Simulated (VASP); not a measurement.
Input of a VASP 6.6.1 run:

The input INCAR:

```
SYSTEM = Ba
ALGO = Fast ; EDIFF = 1E-7
ENCUT = 520 ; GGA = PS
ISIF = 2 ; ISMEAR = 0
LASPH = .TRUE. ; LCHARG = .FALSE.
LREAL = .FALSE. ; LWAVE = .FALSE.
NBANDS = 11 ; NELM = 80
PREC = Accurate ; SIGMA = 0.15
```

File KPOINTS:

```
k-points
0
G
  14 14 14
  0 0 0
```

POSCAR

```
Ba
1.0
   -2.5625000000      2.4375000000      2.5000000000
    2.5625000000     -2.4375000000      2.5000000000
    2.5625000000      2.4375000000     -2.5000000000
Ba
1
Direct
    0.0000000000      0.0000000000      0.0000000000
```

Potentials or basis: VASP PAW PBE potentials, release 64 (Ba_sv).

Command:

```sh
$ cat potpaw_PBE.64/Ba_sv/POTCAR > POTCAR
$ mpirun -np 1 vasp_std > vasp.out
```

(1) Predict the pressure.

(2) Estimate the band gap on the k mesh.

Answers

(1) -0.5 GPa.

(2) zero (bands 5 and 6 overlap by 0.97 eV).

Caveat: the cell differs from its parent crystal (strain +0.0250 x Voigt [1, -1, 0, 0, 0, 0]); the PAW data sets were made with another functional, which shifts forces and pressure a little; spin-orbit coupling is left out, which moves the levels of the heavy elements.
